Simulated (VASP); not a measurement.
# Sb (I4/mmm) in VASP: notebook

Sb is run at these levels: LDA, PBEsol, BLYP; tasks: single point.

All numbers are computed with VASP 6.6.1; they aren't measurements. Logs are shortened: lines on timing, memory, paths and dates and some standing lists are left out, and cuts for length are marked.

**1. The cell of the first run**

The structure is tetragonal, space group I4/mmm (No. 139). The conventional cell has a = 3.153 Å, b = 3.153 Å, c = 5.424 Å, α = 90.00°, β = 90.00°, γ = 90.00°. Sb (site symmetry 4/mmm) has 12 Sb at 3.15 to 3.51 Å within 4.1 Å.

**2. Single point, LDA**

INCAR

```
PREC = Accurate
ENCUT = 500
EDIFF = 1E-6
ISMEAR = -1
SIGMA = 0.05
LREAL = False
LASPH = True
NELM = 120
ALGO = Normal
ISIF = 2
LWAVE = False
LCHARG = False
GGA = CA
NBANDS = 8
GGA_COMPAT = False
```

KPOINTS

```
regular mesh
0
Gamma
  11 11 11
```

POSCAR

```
Sb
1.0
   -1.5765400000      1.5765400000      2.7119385000
    1.5765400000     -1.5765400000      2.7119385000
    1.5765400000      1.5765400000     -2.7119385000
Sb
1
Direct
    0.0000000000      0.0000000000      0.0000000000
```

Potentials or basis: VASP PAW LDA potentials, release 64 (Sb).

On the command line:

```sh
$ cat potpaw_LDA.64/Sb/POTCAR > POTCAR
$ mpirun -np 1 vasp_std > vasp.out
```

OUTCAR:

```text
PREC = Accurate
   ENCUT = 500
   EDIFF = 1E-6
   ISMEAR = -1
   LREAL = False
   LASPH = True
   NELM = 120
   ISIF = 2
   GGA = CA

 ion  position               nearest neighbor table
   1  0.000  0.000  0.000-

  LATTYP: Found a body centered tetragonal cell.
 ALAT       =     3.1530800000
 C/A-ratio  =     1.7201837568

  Lattice vectors:

 A1 = (  -1.5765400000,   1.5765400000,   2.7119385000)
 A2 = (   1.5765400000,  -1.5765400000,   2.7119385000)
 A3 = (   1.5765400000,   1.5765400000,  -2.7119385000)

Analysis of symmetry for initial positions (statically):
=====================================================================
 Subroutine PRICEL returns:
 Original cell was already a primitive cell.

 Routine SETGRP: Setting up the symmetry group for a
 body centered tetragonal supercell.

 Subroutine GETGRP returns: Found 16 space group operations
 (whereof 16 operations were pure point group operations)
 out of a pool of 16 trial point group operations.

The static configuration has the point symmetry D_4h.

Analysis of symmetry for dynamics (positions and initial velocities):
=====================================================================
 Subroutine PRICEL returns:
 Original cell was already a primitive cell.

 Routine SETGRP: Setting up the symmetry group for a
 body centered tetragonal supercell.

 Subroutine GETGRP returns: Found 16 space group operations
 (whereof 16 operations were pure point group operations)
 out of a pool of 16 trial point group operations.

The dynamic configuration has the point symmetry D_4h.

 Subroutine INISYM returns: Found 16 space group operations
 (whereof 16 operations are pure point group operations),
 and found     1 'primitive' translations

----------------------------------------------------------------------------------------

                                     Primitive cell

  volume of cell :      26.9619

  direct lattice vectors                    reciprocal lattice vectors
    -1.576540000  1.576540000  2.711938500     0.000000000  0.317150215  0.184369963
     1.576540000 -1.576540000  2.711938500     0.317150215  0.000000000  0.184369963
     1.576540000  1.576540000 -2.711938500     0.317150215  0.317150215  0.000000000

  length of vectors
     3.510778713  3.510778713  3.510778713     0.366846756  0.366846756  0.448518135

[... 71 lines left out ...]
   ICHARG =      2    charge: 1-file 2-atom 10-const
   ISPIN  =      1    spin polarized calculation?
   LNONCOLLINEAR =      F non collinear calculations
   LSORBIT =      F    spin-orbit coupling
   LASPH  =      T    aspherical Exc in radial PAW
   ENCUT  =  500.0 eV  36.75 Ry    6.06 a.u.   6.40  6.40  6.40*2*pi/ulx,y,z
   NELM   =    120;   NELMIN=  2; NELMDL= -5     # of ELM steps
   EDIFF  = 0.1E-05   stopping-criterion for ELM
   LREAL  =      F    real-space projection
[... 7 lines left out ...]
   TEBEG  =    0.0;   TEEND  =   0.0 temperature during run
   PSTRESS=    0.0 pullay stress
   NELECT =       5.0000    total number of electrons
   NUPDOWN=      -1.0000    fix difference up-down
   EMIN   =  10.00;   EMAX   =-10.00  energy-range for DOS
   EFERMI =   0.00;   METHOD = LEGACY
   ISMEAR =    -1;   SIGMA  =   0.05  broadening in eV -4-tet -1-fermi 0-gaus
   EFERMI_NEDOS =   21; number of points for ismear=-14 and -15
   IALGO  =     38    algorithm
   IMIX   =      4    mixing-type and parameters
     AMIX     =   0.40;   BMIX     =  1.00
     AMIX_MAG =   1.60;   BMIX_MAG =  1.00
  volume/ion in A,a.u.               =      26.96       181.95
  Fermi-wavevector in a.u.,A,eV,Ry     =   0.933573  1.764197 11.858271  0.871558
  Thomas-Fermi vector in A             =   2.060288
   LORBIT       =      0    0 simple, 1 ext, 2 COOP (PROOUT), +10 PAW based schemes
   GGA     = CA    functional components
   LHFCALC =     F    Hartree Fock is set to
   AEXX    =    0.0000 exact exchange contribution
   IVDW    =     0    specifies the selected vdW correction
   LEPSILON=     F    determine dielectric tensor
   LRPA    =     F    only Hartree local field effects (RPA)
 non-spin polarized calculation
  energy-cutoff  :      500.00
  volume of cell :       26.96
 maximum number of plane-waves:       702
 NGX is ok and might be reduce to    28
   NGX = 13   NGY = 13   NGZ = 13

 number of electron       5.0000000 magnetization

 Free energy of the ion-electron system (eV)
  ---------------------------------------------------
  ext. energy  EPLUGINS =         0.00000000
  ---------------------------------------------------
  free energy    TOTEN  =        -4.54285802 eV

  energy without entropy =       -4.53791740  energy(sigma->0) =       -4.54038771

 E-fermi :   8.3952     XC(G=0): -10.3578

 val. band max:        8.3521824232   @ k =  -0.2727  -0.2727   0.0909
 cond. band min:       8.4587502118   @ k =  -0.1818   0.3636   0.0909
 fundamental gap:      0.1065677886
 Fermi energy:         8.3952489001

 k-point     1 :       0.0000    0.0000    0.0000
  band No.  band energies     occupation
      1      -4.5711      2.00000
      2      12.9466      0.00000
      3      13.7352      0.00000
      4      13.7352      0.00000
      5      17.5636      0.00000
      6      18.8345      0.00000
      7      18.9134      0.00000
      8      18.9134      0.00000
[... 243 lines left out ...]
 k-point    24 :      -0.1818    0.1818    0.0000
  band No.  band energies     occupation
      1      -3.5791      2.00000
      2      10.7142      0.00000
      3      11.0412      0.00000
      4      11.4733      0.00000
      5      15.3113      0.00000
      6      18.0425      0.00000
      7      18.5880      0.00000
      8      19.8772      0.00000

 [... further k-points ...]

------------------------ aborting loop because EDIFF is reached ----------------------------------------

  FORCE on cell =-STRESS in cart. coord.  units (eV):
  Direction    XX          YY          ZZ          XY          YZ          ZX
  --------------------------------------------------------------------------------------
  -------------------------------------------------------------------------------------
  Total       -0.4017542     -0.4017542     -0.4116652      0.0000000      0.0000000      0.0000000
  in kB      -23.8737822    -23.8737822    -24.4627273      0.0000000      0.0000000      0.0000000
  external PRESSURE =     -24.0700972 kB  Pullay stress =       0.0000000 kB

 VOLUME and BASIS-vectors are now :
 -----------------------------------------------------------------------------
  energy-cutoff  :      500.00
  volume of cell :       26.96
      direct lattice vectors                 reciprocal lattice vectors
    -1.576540000  1.576540000  2.711938500     0.000000000  0.317150215  0.184369963
     1.576540000 -1.576540000  2.711938500     0.317150215  0.000000000  0.184369963
     1.576540000  1.576540000 -2.711938500     0.317150215  0.317150215  0.000000000

 POSITION                                       TOTAL-FORCE (eV/Angst)
 -----------------------------------------------------------------------------------
      0.00000      0.00000      0.00000        -0.000000     -0.000000      0.000000
 -----------------------------------------------------------------------------------
    total drift:                                0.000000     -0.000000     -0.000000

  FREE ENERGIE OF THE ION-ELECTRON SYSTEM (eV)
  ---------------------------------------------------
  free  energy   TOTEN  =        -4.5428580172 eV

  energy  without entropy=       -4.5379173993  energy(sigma->0) =       -4.54038771
```

Wall time 21 s (1 thread of AMD EPYC 7R43 (Zen 3), shared host); peak memory 0.12 GiB.

Results:

```
Free energy            : -4.5429 eV
Pressure               : -2.4 GPa
Band gap on the k mesh : zero (an odd number of electrons rules out a gap without spin polarisation)
```

Levels at points of the mesh, in eV from the Fermi level:
```tsv
k point	band 1	band 2	band 3	band 4	band 5	band 6
(0.00, 0.00, 0.00)	-12.97	4.55	5.34	5.34	9.17	10.44
```

Caveat: spin-orbit coupling is left out, which moves the levels of the heavy elements.

**3. Single point, PBEsol**

INCAR

```
SYSTEM = Sb
PREC = Accurate ; ENCUT = 500
EDIFF = 1E-6 ; ISMEAR = -1
SIGMA = 0.05 ; LREAL = .FALSE.
LASPH = .TRUE. ; NELM = 120
ALGO = Normal ; ISIF = 2
LWAVE = .FALSE. ; LCHARG = .FALSE.
GGA = PS ; NBANDS = 8
GGA_COMPAT = .FALSE.
```

KPOINTS

```
regular mesh
0
G
  11 11 11
  0 0 0
```

POSCAR is that of step 2.

Potentials or basis: VASP PAW PBE potentials, release 64 (Sb).

On the command line:

```sh
$ cat potpaw_PBE.64/Sb/POTCAR > POTCAR
$ mpirun -np 1 vasp_std > vasp.out
```

It took 25 s on 1 thread of AMD EPYC 7R43 (Zen 3), shared host; peak memory 0.14 GiB.

It converged, with:

```
Free energy            : -4.3106 eV
Pressure               : -1.4 GPa
Band gap on the k mesh : zero (an odd number of electrons rules out a gap without spin polarisation)
```

Stress tensor (GPa, compression positive):
```
-1.21  0.00  0.00
 0.00 -1.21  0.00
 0.00  0.00 -1.71
```

Levels at points of the mesh, in eV from the Fermi level:
```
           k point  band 1  band 2  band 3  band 4  band 5  band 6  band 7
(0.00, 0.00, 0.00)  -12.97    4.64    5.42    5.42    9.39   10.65   10.66
```

Caveat: the PAW data sets were made with another functional, which shifts forces and pressure a little; spin-orbit coupling is left out, which moves the levels of the heavy elements.

**4. Single point, BLYP**

INCAR

```
PREC = Accurate ; ENCUT = 500
EDIFF = 1E-6 ; ISMEAR = -1
SIGMA = 0.05 ; LREAL = False
LASPH = True ; NELM = 120
ALGO = Normal ; ISIF = 2
LWAVE = False ; LCHARG = False
GGA = B5 ; ALDAX = 1.0
AGGAX = 1.0 ; AGGAC = 1.0
ALDAC = 0.0 ; NBANDS = 8
GGA_COMPAT = False
```

KPOINTS

```
Automatic mesh
0
Gamma
  11 11 11
```

POSCAR is that of step 3.

On the command line:

```sh
$ cat potpaw_PBE.64/Sb/POTCAR > POTCAR
$ mpirun -np 1 vasp_std > vasp.out
```

Run time: 33 s. Hardware: 1 thread of AMD EPYC 7R43 (Zen 3), shared host; peak memory 0.14 GiB.

Results (log left out):

- Free energy: -2.8883 eV
- Pressure: 7.6 GPa
- Band gap on the k mesh: zero (an odd number of electrons rules out a gap without spin polarisation)

Stress tensor (GPa, compression positive):
```
7.62 0.00 0.00
0.00 7.62 0.00
0.00 0.00 7.45
```

Levels at points of the mesh, in eV from the Fermi level:
| k point | band 1 | band 2 | band 3 | band 4 | band 5 | band 6 | band 7 |
| --- | --- | --- | --- | --- | --- | --- | --- |
| (0.00, 0.00, 0.00) | -12.97 | 4.43 | 5.26 | 5.26 | 9.44 | 10.78 | 10.87 |

Caveat: the cell stands under pressure; the PAW data sets were made with another functional, which shifts forces and pressure a little; spin-orbit coupling is left out, which moves the levels of the heavy elements.

**5. The runs side by side**

```csv
level,potentials or basis,gap on the mesh (eV),pressure (GPa)
LDA,"VASP PAW LDA potentials, release 64 (Sb)",none,-2.4
PBEsol,"VASP PAW PBE potentials, release 64 (Sb)",none,-1.4
BLYP,"VASP PAW PBE potentials, release 64 (Sb)",none,7.6
```

Alike in all rows: task single point; no spin polarisation; cell as given; k mesh 11 × 11 × 11; cutoff (eV) 500; smearing fermi-dirac 0.05 eV.

Caveats: spin-orbit coupling is left out, which moves the levels of the heavy elements; the PAW data sets were made with another functional, which shifts forces and pressure a little (at least some runs); the cell stands under pressure (at least some runs).

Absolute energies hang on the potentials; compare differences alone.
